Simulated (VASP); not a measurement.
Crystal: PbS (Galena).

```
Pb S
1.0
     0.00000    2.94585    2.94585
     2.94585    0.00000    2.94585
     2.94585    2.94585    0.00000
Pb S
1 1
Direct
  0.00000 0.00000 0.00000
  0.50000 0.50000 0.50000
```

Base run:

```yaml
Program: VASP 6.6.1
Functional: r2SCAN
Dispersion: rVV10
Potentials_or_basis: VASP PAW PBE potentials, release 64 (Pb_d, S)
Cutoff: 520 eV
k_mesh: 8 × 8 × 8
Occupations: fermi-dirac, width 0.05 eV
Spin: no spin polarisation
```

Its results: band gap on the k mesh 0.49 eV, direct; pressure 1.7 GPa.

**Question.** The run is repeated on the same cell with these changes: dispersion from rVV10 to none. What comes out?

**Answer.** Band gap on the k mesh 0.54 eV, direct; pressure 2.6 GPa.

Dispersion adds attraction, which lowers the pressure at fixed volume.

Caveats: the PAW data sets were made with another functional, which shifts forces and pressure a little; spin-orbit coupling is left out, which moves the levels of the heavy elements.

A k mesh can miss the band edges.
